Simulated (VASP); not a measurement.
Cd, 1 atom in the cell. It takes space group Pm-3m (No. 221, cubic). The conventional cell has a = 3.067 Å, b = 3.067 Å, c = 3.067 Å, α = 90.00°, β = 90.00°, γ = 90.00°. Within 4.0 Å of Cd (site symmetry m-3m) lie 6 Cd at 3.07 Å. 

- Program: VASP 6.6.1
- Task: single point
- Functional: RPBE
- Potentials or basis: VASP PAW PBE potentials, release 64 (Cd)
- Cutoff: 520 eV
- k mesh: 17 × 17 × 17
- Occupations: fermi-dirac, width 0.1 eV
- Spin: no spin polarisation
- Dipole correction: no
- Further INCAR settings: ALGO = Normal; EDIFF = 1e-06; NBANDS = 12

Potentials or basis: VASP PAW PBE potentials, release 64 (Cd).

Launch:

```sh
$ cat potpaw_PBE.64/Cd/POTCAR > POTCAR
$ mpirun -np 1 vasp_std > vasp.out
```

Hardware: 1 thread of Intel(R) Xeon(R) Platinum 8259CL CPU @ 2.50GHz (Skylake/Cascade Lake), on a shared host.

Question: Estimate the wall time of this run.

Answer: It took 20 s on 1 thread of Intel(R) Xeon(R) Platinum 8259CL CPU @ 2.50GHz (Skylake/Cascade Lake), on a shared host, peak memory 0.18 GiB. Counts: scf iterations 11, k points 165.
